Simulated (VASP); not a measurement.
Runs of VASP 6.6.1 on SiC. The structure is cubic, space group F-43m (No. 216). The conventional cell has a = 4.358 Å, b = 4.358 Å, c = 4.358 Å, α = 90.00°, β = 90.00°, γ = 90.00°. Si (site symmetry -43m) has 4 C at 1.89 Å within 2.5 Å. C (site symmetry -43m) has 4 Si at 1.89 Å within 2.5 Å. 

```tsv
k mesh	gap on the mesh (eV)	pressure (GPa)
7 × 7 × 7	1.60	3.1
3 × 3 × 3	(b)	4.7
5 × 5 × 5	1.81	(a)
9 × 9 × 9	1.50	3.1
```

Alike in all rows: task single point; level PBE; potentials or basis VASP PAW PBE potentials, release 64 (Si, C); no spin polarisation; cell as given; cutoff (eV) 600; smearing fermi-dirac 0.05 eV.

Q: Fill in the values left out.

A: (a) 3.2; (b) 2.50.

Caveats: some runs use coarse meshes; an odd mesh through Γ misses points on the zone boundary, where band edges can lie; the cell stands under pressure (at least some runs).
